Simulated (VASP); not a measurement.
Crystal: MgO (rock salt type).

```xyz
2
Lattice="0.0000 2.1250 2.1250 2.1250 0.0000 2.1250 2.1250 2.1250 0.0000" Properties=species:S:1:pos:R:3 pbc="T T T"
Mg    0.0000    0.0000    0.0000
O     2.1250    2.1250    2.1250
```

Program: VASP 6.6.1. Alike in all runs: task single point; potentials or basis VASP PAW PBE potentials, release 64 (Mg, O); no spin polarisation; cell as given; cutoff (eV) 520.

Order these runs on this cell by their pressure, lowest first.
A. level HSE06; k mesh 2 × 2 × 2; smearing fermi-dirac 0.02 eV; grid for exact exchange (PRECFOCK) Normal; screening parameter 0.2079 1/Å
B. level PBE; k mesh 8 × 8 × 8; smearing fermi-dirac 0.1 eV
C. level HSE06; k mesh 4 × 4 × 4; smearing fermi-dirac 0.02 eV; grid for exact exchange (PRECFOCK) Normal; screening parameter 0.2079 1/Å

C (-5.7 GPa), A (-1.9 GPa), B (-0.3 GPa).

Caveats: some runs use coarse meshes; the PAW data sets were made with another functional, which shifts forces and pressure a little (some runs).
